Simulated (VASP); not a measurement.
Runs of VASP 6.6.1 on Ge. The structure is that of space group P6_3/mmc (No. 194), or close to it. The cells are those of the table. This isn't the form of Ge at room conditions, which is diamond.

```tsv
cell	gap on the mesh (eV)	pressure (GPa)	largest force (eV/Å)
a = 2.971, b = 2.971, c = 4.696 Å, angles 90.0, 90.0, 120.3°, 2 atoms	none	(a)	0.01
a = 2.940, b = 2.940, c = 4.647 Å, angles 90.0, 90.0, 120.3°, 2 atoms	none	(b)	0.01
a = 3.030, b = 3.030, c = 4.790 Å, angles 90.0, 90.0, 120.3°, 2 atoms	none	-3.9	0.02
a = 3.001, b = 3.001, c = 4.743 Å, angles 90.0, 90.0, 120.3°, 2 atoms	none	-2.2	0.01
a = 3.059, b = 3.059, c = 4.835 Å, angles 90.0, 90.0, 120.3°, 2 atoms	none	-5.1	0.01
```

Alike in all rows: task single point; level LDA; potentials or basis VASP PAW LDA potentials, release 64 (Ge_d); no spin polarisation; k mesh 11 × 11 × 6; cutoff (eV) 520; smearing methfessel-paxton 0.05 eV.

**Question.** Estimate the missing entries.

**Answer.** (a) 0.1; (b) 2.9.

Caveats: the stress differs along the axes, from -2 to 5 GPa (at least some runs); the stress differs along the axes, from 0 to 8 GPa (at least some runs); the stress differs along the axes, from -7 to 0 GPa (at least some runs); the stress differs along the axes, from -4 to 2 GPa (at least some runs); the stress differs along the axes, from -8 to -1 GPa (at least some runs).

A k mesh can miss the band edges, and the runs leave out spin-orbit coupling on Ge.

A gap of «none» marks levels without a gap at the run's occupations.
